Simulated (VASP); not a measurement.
Wanted: the native input for a VASP 6.6.1 run.

```
Task                   : single point
Functional             : r2SCAN
Potentials or basis    : VASP PAW PBE potentials, release 64 (Al, N)
Cutoff                 : 520 eV
k mesh                 : 8 × 8 × 2
Occupations            : gaussian, width 0.05 eV
Spin                   : no spin polarisation
Dipole correction      : no
Further INCAR settings : ALGO = Normal; EDIFF = 1e-07; NBANDS = 36
```

Crystal: AlN.

```xyz
12
Lattice="2.1840 -2.1840 0.0000 2.1840 0.0000 -2.1840 9.3912 8.0808 8.7360" Properties=species:S:1:pos:R:3 pbc="T T T"
Al    3.4577   -0.9103   -0.9103
Al    7.8257    7.8257    7.8257
Al    3.4577    1.2737    1.2737
Al    7.8257    3.4577    3.4577
Al    3.4577    3.4577    3.4577
Al    7.8257    5.6417    5.6417
N     6.7337    2.3657    2.3657
N     6.7337    0.1817    0.1817
N     6.7337    4.5497    4.5497
N    11.1017    6.7337    6.7337
N     6.7337    6.7337    6.7337
N     2.3657    0.1817    0.1817
```

This cell differs from its parent crystal: the part above a cut slid along it.

One way to write it, as run:

POSCAR

```
AlN
1.0
    2.1839935596     -2.1839935596      0.0000000000
    2.1839935596      0.0000000000     -2.1839935596
    9.3911723063      8.0807761705      8.7359742384
Al N
6 6
Direct
    0.6479266667      0.6666666667      0.0624666667
   -0.2687400000      0.0000000000      0.8958000000
    0.2645933333      0.3333333333      0.2291333333
    0.4979266667      0.6666666667      0.5624666667
   -0.1187400000      0.0000000000      0.3958000000
    0.1145933333      0.3333333333      0.7291333333
    0.5354266667      0.6666666667      0.4374666667
    0.9187600000      1.0000000000      0.2708000000
    0.1520933333      0.3333333333      0.6041333333
    0.3854266667      0.6666666667      0.9374666667
   -0.2312400000      0.0000000000      0.7708000000
    0.3020933333      0.3333333333      0.1041333333
```

INCAR.step1

```
SYSTEM = AlN
PREC = Accurate
ENCUT = 520
ISMEAR = 0
SIGMA = 0.05
LREAL = .False.
LASPH = .True.
NELM = 100
NBANDS = 36
GGA = PE
ALGO = Normal
EDIFF = 1E-4
LWAVE = .True.
LCHARG = .False.
```

INCAR.step2

```
SYSTEM = AlN
PREC = Accurate
ENCUT = 520
EDIFF = 1E-7
ISMEAR = 0
SIGMA = 0.05
LREAL = .False.
LASPH = .True.
NELM = 100
ALGO = Normal
ISIF = 2
LWAVE = .False.
LCHARG = .True.
METAGGA = R2SCAN
LMIXTAU = .True.
LELF = .True.
LVHAR = .True.
NBANDS = 36
ISTART = 1
```

KPOINTS

```
Automatic mesh
0
Gamma
  8 8 2
  0 0 0
```

Potentials or basis: VASP PAW PBE potentials, release 64 (Al, N).

The run is started by

```sh
$ cat potpaw_PBE.64/Al/POTCAR potpaw_PBE.64/N/POTCAR > POTCAR
$ cp INCAR.step1 INCAR
$ mpirun -np 1 vasp_std > vasp.out
$ cp INCAR.step2 INCAR
$ mpirun -np 1 vasp_std > vasp.out
```

It gave:

```yaml
Pressure: -1.0 GPa
Largest_force: 1.505 eV/Å
Band_gap_on_the_k_mesh: 3.51 eV (least direct gap 3.79 eV)
```

Caveat: the cell differs from its parent crystal (the part above a cut slid along it); the stress differs along the axes, from -6 to 3 GPa; the PAW data sets were made with another functional, which shifts forces and pressure a little.

It took 14 min on 1 thread of AMD EPYC 9R45 96-Core Processor (Zen 5), on a shared host, peak memory 0.37 GiB.
